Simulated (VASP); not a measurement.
# GaSb (I-4m2) in VASP: notebook

GaSb is run at these levels: PBEsol; tasks: single point.

Program: VASP 6.6.1. These are calculated values, not measurements. Logs are shortened: lines on timing, memory, paths and dates and some standing lists are left out, and cuts for length are marked.

### Step 1. The cell of the first run

It takes space group I-4m2 (No. 119, tetragonal). Conventional cell: a = 5.463 Å, b = 5.463 Å, c = 3.054 Å, α = 90.00°, β = 90.00°, γ = 90.00°. Within 3.7 Å of Sb (site symmetry -4m2) lie 8 Ga at 2.84 to 3.56 Å and 2 Sb at 3.05 Å. Within 3.7 Å of Ga (site symmetry -4m2) lie 8 Sb at 2.84 to 3.56 Å and 2 Ga at 3.05 Å.

### Step 2. Single point, PBEsol

INCAR reads:

```
PREC     = Accurate       # precision mode
ENCUT    = 520            # plane-wave cutoff, eV
EDIFF    = 1E-7           # SCF threshold, eV
ISMEAR   = -1             # smearing method
SIGMA    = 0.05           # smearing width, eV
LREAL    = F              # projectors in reciprocal space
LASPH    = T              # aspherical terms in the spheres
NELM     = 80             # most SCF steps
ALGO     = Normal         # electronic algorithm
ISIF     = 2              # what is computed and relaxed
LWAVE    = F              # write WAVECAR
LCHARG   = T              # write CHGCAR
GGA      = PS             # functional
LELF     = T              # ELF
LVHAR    = T            
NBANDS   = 16             # bands
```

KPOINTS reads:

```
regular mesh
0
Gamma
  7 7 7
```

POSCAR reads:

```
GaSb
1.0
   -2.7314848313      2.7314848313      1.5270652445
    2.7314848313     -2.7314848313      1.5270652445
    2.7314848313      2.7314848313     -1.5270652445
Sb Ga
1 1
Direct
    0.0000000000      0.0000000000      0.0000000000
    0.7500000000      0.2500000000      0.5000000000
```

Potentials or basis: VASP PAW PBE potentials, release 64 (Sb, Ga_d).

Started as:

```bash
$ cat potpaw_PBE.64/Sb/POTCAR potpaw_PBE.64/Ga_d/POTCAR > POTCAR
$ mpirun -np 1 vasp_std > vasp.out
```

OUTCAR:

```text
PREC = Accurate
   ENCUT = 520
   EDIFF = 1E-7
   ISMEAR = -1
   LREAL = F
   LASPH = T
   NELM = 80
   ISIF = 2
   GGA = PS

 ion  position               nearest neighbor table
   1  0.000  0.000  0.000-   2 2.84   2 2.84   2 2.84   2 2.84
   2  0.750  0.250  0.500-   1 2.84   1 2.84   1 2.84   1 2.84

  LATTYP: Found a body centered tetragonal cell.
 ALAT       =     5.4629696626
 C/A-ratio  =     0.5590604886

  Lattice vectors:

 A1 = (  -2.7314848313,   2.7314848313,   1.5270652445)
 A2 = (   2.7314848313,  -2.7314848313,   1.5270652445)
 A3 = (   2.7314848313,   2.7314848313,  -1.5270652445)

Analysis of symmetry for initial positions (statically):
=====================================================================
 Subroutine PRICEL returns:
 Original cell was already a primitive cell.

 Routine SETGRP: Setting up the symmetry group for a
 body centered tetragonal supercell.

 Subroutine GETGRP returns: Found  8 space group operations
 (whereof  8 operations were pure point group operations)
 out of a pool of 16 trial point group operations.

The static configuration has the point symmetry D_2d.

Analysis of symmetry for dynamics (positions and initial velocities):
=====================================================================
 Subroutine PRICEL returns:
 Original cell was already a primitive cell.

 Routine SETGRP: Setting up the symmetry group for a
 body centered tetragonal supercell.

 Subroutine GETGRP returns: Found  8 space group operations
 (whereof  8 operations were pure point group operations)
 out of a pool of 16 trial point group operations.

The dynamic configuration has the point symmetry D_2d.

 Subroutine INISYM returns: Found  8 space group operations
 (whereof  8 operations are pure point group operations),
 and found     1 'primitive' translations

----------------------------------------------------------------------------------------

                                     Primitive cell

  volume of cell :      45.5738

  direct lattice vectors                    reciprocal lattice vectors
    -2.731484831  2.731484831  1.527065244     0.000000000  0.183050623  0.327425434
     2.731484831 -2.731484831  1.527065244     0.183050623  0.000000000  0.327425434
     2.731484831  2.731484831 -1.527065244     0.183050623  0.183050623  0.000000000

  length of vectors
     4.153787071  4.153787071  4.153787071     0.375119908  0.375119908  0.258872674

  position of ions in fractional coordinates (direct lattice)
     0.000000000  0.000000000  0.000000000
     0.750000000  0.250000000  0.500000000

  ion indices of the primitive-cell ions
   primitive index   ion index
                 1           1
                 2           2

----------------------------------------------------------------------------------------

 KPOINTS: regular mesh

Automatic generation of k-mesh.
 Grid dimensions read from file:
 generate k-points for:    7    7    7

 Generating k-lattice:

  Cartesian coordinates                     Fractional coordinates (reciprocal lattice)
     0.000000000  0.026150089  0.046775062     0.142857143  0.000000000  0.000000000
     0.026150089  0.000000000  0.046775062     0.000000000  0.142857143  0.000000000
     0.026150089  0.026150089  0.000000000     0.000000000  0.000000000  0.142857143

  Length of vectors
     0.053588558  0.053588558  0.036981811

  Shift w.r.t. Gamma in fractional coordinates (k-lattice)
     0.000000000  0.000000000  0.000000000

 Subroutine IBZKPT returns following result:
 ===========================================

 Found     40 irreducible k-points:

 Following reciprocal coordinates:
            Coordinates               Weight
  0.000000  0.000000  0.000000      1.000000
  0.142857 -0.000000  0.000000      8.000000
  0.285714  0.000000  0.000000      8.000000
  0.428571 -0.000000  0.000000      8.000000
  0.142857  0.142857  0.000000      8.000000
  0.285714  0.142857  0.000000     16.000000
[... 16 lines left out ...]
 -0.142857  0.285714  0.142857      8.000000
 -0.428571  0.428571  0.142857      8.000000
 [... further k-points ...]
   k-points           NKPTS =     40   k-points in BZ     NKDIM =     40   number of bands    NBANDS=     16
   number of dos      NEDOS =    301   number of ions     NIONS =      2
   total plane-waves  NPLWV =  32768
   dimension x,y,z NGX =    32 NGY =   32 NGZ =   32
   dimension x,y,z NGXF=    64 NGYF=   64 NGZF=   64
   ions per type =               1   1
   NGX,Y,Z   is equivalent  to a cutoff of  12.81, 12.81, 12.81 a.u.
   NGXF,Y,Z  is equivalent  to a cutoff of  25.61, 25.61, 25.61 a.u.
 SYSTEM =  unknown system
   PREC   = accura    normal or accurate (medium, high low for compatibility)
   ISTART =      0    job   : 0-new  1-cont  2-samecut
   ICHARG =      2    charge: 1-file 2-atom 10-const
   ISPIN  =      1    spin polarized calculation?
   LNONCOLLINEAR =      F non collinear calculations
   LSORBIT =      F    spin-orbit coupling
   LASPH  =      T    aspherical Exc in radial PAW
   ENCUT  =  520.0 eV  38.22 Ry    6.18 a.u.   7.72  7.72  7.72*2*pi/ulx,y,z
   NELM   =     80;   NELMIN=  2; NELMDL= -5     # of ELM steps
   EDIFF  = 0.1E-06   stopping-criterion for ELM
   LREAL  =      F    real-space projection
   EDIFFG = 0.1E-05   stopping-criterion for IOM
   NSW    =      0    number of steps for IOM
   IBRION =     -1    ionic relax: 0-MD 1-quasi-New 2-CG
   NFREE  =      0    steps in history (QN), initial steepest desc. (CG)
   ISIF   =      2    stress and relaxation
   ISYM   =      2    0-nonsym 1-usesym 2-fastsym
   POTIM  = 0.5000    time-step for ionic-motion
   TEBEG  =    0.0;   TEEND  =   0.0 temperature during run
   PSTRESS=    0.0 pullay stress
   NELECT =      18.0000    total number of electrons
   NUPDOWN=      -1.0000    fix difference up-down
   EMIN   =  10.00;   EMAX   =-10.00  energy-range for DOS
   EFERMI =   0.00;   METHOD = LEGACY
   ISMEAR =    -1;   SIGMA  =   0.05  broadening in eV -4-tet -1-fermi 0-gaus
   EFERMI_NEDOS =   21; number of points for ismear=-14 and -15
   IALGO  =     38    algorithm
   IMIX   =      4    mixing-type and parameters
     AMIX     =   0.40;   BMIX     =  1.00
     AMIX_MAG =   1.60;   BMIX_MAG =  1.00
  volume/ion in A,a.u.               =      22.79       153.77
  Fermi-wavevector in a.u.,A,eV,Ry     =   1.201141  2.269827 19.629661  1.442739
  Thomas-Fermi vector in A             =   2.336958
   LORBIT       =      0    0 simple, 1 ext, 2 COOP (PROOUT), +10 PAW based schemes
   GGA     = PS    functional components
   LHFCALC =     F    Hartree Fock is set to
   AEXX    =    0.0000 exact exchange contribution
   IVDW    =     0    specifies the selected vdW correction
   LEPSILON=     F    determine dielectric tensor
   LRPA    =     F    only Hartree local field effects (RPA)
 non-spin polarized calculation
  energy-cutoff  :      520.00
  volume of cell :       45.57
 maximum number of plane-waves:      1237
   NGX = 15   NGY = 15   NGZ = 15

 number of electron      18.0000004 magnetization

 Free energy of the ion-electron system (eV)
  ---------------------------------------------------
  ext. energy  EPLUGINS =         0.00000000
  ---------------------------------------------------
  free energy    TOTEN  =        -7.94966765 eV

  energy without entropy =       -7.94460356  energy(sigma->0) =       -7.94713561

 E-fermi :   6.8939     XC(G=0): -10.6238

 val. band max:        6.8657897613   @ k =   0.4286   0.1429   0.0000
 cond. band min:       7.2261372737   @ k =   0.2857   0.1429   0.0000
 fundamental gap:      0.3603475124
 Fermi energy:         6.8939057840

 k-point     1 :       0.0000    0.0000    0.0000
  band No.  band energies     occupation
      1      -7.9164      2.00000
      2      -7.8142      2.00000
      3      -7.8085      2.00000
      4      -7.7642      2.00000
      5      -7.7642      2.00000
      6      -5.3328      2.00000
[... 8 lines left out ...]
     15      17.4728      0.00000
     16      17.6950      0.00000

 k-point     2 :       0.1429   -0.0000    0.0000
  band No.  band energies     occupation
      1      -7.8826      2.00000
      2      -7.8167      2.00000
      3      -7.8037      2.00000
      4      -7.7791      2.00000
      5      -7.7788      2.00000
      6      -4.9069      2.00000
[... 8 lines left out ...]
     15      16.0587      0.00000
     16      16.6006      0.00000

 k-point     3 :       0.2857    0.0000    0.0000
  band No.  band energies     occupation
      1      -7.8305      2.00000
      2      -7.8160      2.00000
      3      -7.8142      2.00000
      4      -7.7976      2.00000
      5      -7.7881      2.00000
      6      -3.6470      2.00000
[... 8 lines left out ...]
     15      14.5110      0.00000
     16      17.2087      0.00000

 k-point     4 :       0.4286   -0.0000    0.0000
  band No.  band energies     occupation
      1      -7.8516      2.00000
      2      -7.8426      2.00000
      3      -7.8211      2.00000
      4      -7.7787      2.00000
      5      -7.7402      2.00000
      6      -1.7511      2.00000
[... 8 lines left out ...]
     15      16.3899      0.00000
     16      18.6217      0.00000
[... 324 lines left out ...]
 k-point    22 :      -0.2857    0.2857    0.1429
  band No.  band energies     occupation
      1      -7.9089      2.00000
      2      -7.8403      2.00000
      3      -7.7962      2.00000
      4      -7.7637      2.00000
      5      -7.7590      2.00000
      6      -4.4410      2.00000
[... 8 lines left out ...]
     15      17.3059      0.00000
     16      18.0948      0.00000

 k-point    23 :      -0.1429    0.2857    0.1429
  band No.  band energies     occupation
      1      -7.8775      2.00000
      2      -7.8383      2.00000
      3      -7.7959      2.00000
      4      -7.7771      2.00000
      5      -7.7749      2.00000
      6      -4.1845      2.00000
[... 8 lines left out ...]
     15      17.3718      0.00000
     16      18.4695      0.00000

 k-point    24 :      -0.4286    0.4286    0.1429
  band No.  band energies     occupation
      1      -7.9061      2.00000
      2      -7.8518      2.00000
      3      -7.7909      2.00000
      4      -7.7644      2.00000
      5      -7.7562      2.00000
      6      -3.7728      2.00000
[... 8 lines left out ...]
     15      17.5131      0.00000
     16      17.9013      0.00000

 [... further k-points ...]
[... 5 lines left out ...]
  --------------------------------------------------------------------------------------
  -------------------------------------------------------------------------------------
  Total        0.0188605      0.0188605      0.0176481      0.0000000      0.0000000      0.0000000
  in kB        0.6630523      0.6630523      0.6204315      0.0000000      0.0000000      0.0000000
  external PRESSURE =       0.6488453 kB  Pullay stress =       0.0000000 kB

 VOLUME and BASIS-vectors are now :
 -----------------------------------------------------------------------------
  energy-cutoff  :      520.00
  volume of cell :       45.57
      direct lattice vectors                 reciprocal lattice vectors
    -2.731484831  2.731484831  1.527065244     0.000000000  0.183050623  0.327425434
     2.731484831 -2.731484831  1.527065244     0.183050623  0.000000000  0.327425434
     2.731484831  2.731484831 -1.527065244     0.183050623  0.183050623  0.000000000

 POSITION                                       TOTAL-FORCE (eV/Angst)
 -----------------------------------------------------------------------------------
      0.00000      0.00000      0.00000        -0.000000      0.000000      0.000000
     -0.00000      2.73148      0.76353         0.000000     -0.000000     -0.000000
 -----------------------------------------------------------------------------------
    total drift:                               -0.000000      0.000000      0.000000

  FREE ENERGIE OF THE ION-ELECTRON SYSTEM (eV)
  ---------------------------------------------------
  free  energy   TOTEN  =        -7.9496676513 eV

  energy  without entropy=       -7.9446035610  energy(sigma->0) =       -7.94713561
```

Run time: 11 s. Hardware: 1 thread of Intel Xeon 6975P-C (Granite Rapids), shared host; peak memory 0.19 GiB.

Results:

* Free energy: -7.9497 eV
* Pressure: 0.1 GPa
* Band gap on the k mesh: zero (band 9 reaches 8.50 eV, above the bottom of band 10 at 4.55 eV)

Caveat: the PAW data sets were made with another functional, which shifts forces and pressure a little; spin-orbit coupling is left out, which moves the levels of the heavy elements.

### Step 3. Single point, PBEsol

This run uses another cell than the first one, of 24.12 Å³/atom, 1.058 times its volume.

INCAR reads:

```
SYSTEM = GaSb
PREC = Accurate
ENCUT = 520
EDIFF = 1E-7
ISMEAR = -1
SIGMA = 0.05
LREAL = .False.
LASPH = .True.
NELM = 60
ALGO = Normal
ISIF = 2
LWAVE = .False.
LCHARG = .True.
GGA = PS
LELF = .True.
LVHAR = .True.
NBANDS = 16
```

KPOINTS reads:

```
regular mesh
0
Gamma
  7 7 7
  0 0 0
```

POSCAR reads:

```
GaSb
1.0
   -2.7534340000      2.7534340000      1.5907070000
    2.7534340000     -2.7534340000      1.5907070000
    2.7534340000      2.7534340000     -1.5907070000
Sb Ga
1 1
Direct
    0.0000000000      0.0000000000      0.0000000000
    0.7500000000      0.2500000000      0.5000000000
```

Potentials or basis: VASP PAW PBE potentials, release 64 (Sb, Ga_d).

Started as:

```bash
$ cat potpaw_PBE.64/Sb/POTCAR potpaw_PBE.64/Ga_d/POTCAR > POTCAR
$ mpirun -np 1 vasp_std > vasp.out
```

Run time: 11 s. Hardware: 1 thread of Intel Xeon 6975P-C (Granite Rapids), shared host; peak memory 0.19 GiB.

The run converged. Its results:

| Property | Result |
| --- | --- |
| Free energy | -7.9133 eV |
| Pressure | -2.8 GPa |
| Band gap on the k mesh | zero (band 9 reaches 8.00 eV, above the bottom of band 10 at 3.98 eV) |

Stress tensor (GPa, compression positive):
```
-1.82  0.00  0.00
 0.00 -1.82  0.00
 0.00  0.00 -4.88
```

Levels at points of the mesh, in eV from the Fermi level:
| k point | band 5 | band 6 | band 7 | band 8 | band 9 | band 10 | band 11 | band 12 | band 13 | band 14 |
| --- | --- | --- | --- | --- | --- | --- | --- | --- | --- | --- |
| (0.00, 0.00, 0.00) | -14.65 | -11.82 | -2.82 | -1.73 | -1.73 | 3.53 | 5.12 | 7.22 | 7.22 | 7.59 |

Caveat: the PAW data sets were made with another functional, which shifts forces and pressure a little; spin-orbit coupling is left out, which moves the levels of the heavy elements.
